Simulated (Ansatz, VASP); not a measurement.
# Hg: VASP beside Ansatz

```
Hg
1.0
     3.11460    0.00000    0.00000
    -1.55730    2.69732    0.00000
     0.00000    0.00000    5.78340
Hg
2
Direct
  0.66667 0.33333 0.75000
  0.33333 0.66667 0.25000
```

Alike in both runs: task single point; functional PBEsol; dispersion D3(BJ); k mesh 18 × 18 × 10; occupations gaussian, width 0.15 eV; no spin polarisation.

```csv
,VASP,Ansatz
version,VASP 6.6.1,Ansatz 0.2.0
potentials or method,"VASP PAW PBE potentials, release 64 (Hg), cutoff 520 eV","scalar-relativistic, plane waves, PAW"
valence electrons in the cell,24,40
```

VASP gave:

- gap on the k mesh at the Fermi level (eV): none
- pressure (GPa): -3.3
- traceless stress, the component that is largest in VASP (GPa): -1.11

**Question.** Estimate Ansatz's values.

**Answer.** gap on the k mesh at the Fermi level (eV): none; pressure (GPa): -3.7; traceless stress, the component that is largest in VASP (GPa): -0.96.

VASP's potentials were made for PBE, not for PBEsol. A gap of «none» marks a metal or a gap that the smearing closes. VASP's potentials hold 24 valence electrons a cell and Ansatz's 40, so a difference there can come from the potentials and not from the codes.

Spin-orbit coupling is off throughout.
